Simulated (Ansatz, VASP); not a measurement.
# Y2ScAu in VASP and in Ansatz

```xyz
4
Lattice="3.6879 0.0000 0.0000 -1.8439 3.1938 0.0000 0.0000 0.0000 9.5725" Properties=species:S:1:pos:R:3 pbc="T T T"
Y     0.0000    2.1292    2.0729
Y     1.8439    1.0646    7.4996
Sc    0.0000    0.0000    4.7862
Au    0.0000    0.0000    0.0000
```

Alike in both runs: functional PBE; k mesh 12 × 12 × 6; occupations gaussian, width 0.1 eV; no spin polarisation.

Ansatz relaxed the structure, and its values are those at the end. VASP's run is a single point on that final structure, the one shown.

```csv
,VASP,Ansatz
version,VASP 6.6.1,Ansatz 0.2.0
potentials or method,"VASP PAW PBE potentials, release 64 (Y_sv, Sc_sv, Au), cutoff 520 eV","scalar-relativistic, plane waves, PAW"
valence electrons in the cell,44,52
```

|  | VASP | Ansatz | Ansatz less VASP |
| --- | --- | --- | --- |
| gap on the k mesh at the Fermi level (eV) | none | none | - |
| pressure (GPa) | 0.0 | 0.0 | +0.02 |
| rms of the force components (eV/Å) | 0.005 | 0.002 | -0.0032 |

A gap of «none» marks a metal or a gap that the smearing closes. With one functional, cell and mesh, what is left measures potentials, basis and numerics. VASP's potentials hold 44 valence electrons a cell and Ansatz's 52, so a difference there can come from the potentials and not from the codes.

Spin-orbit coupling is off throughout.
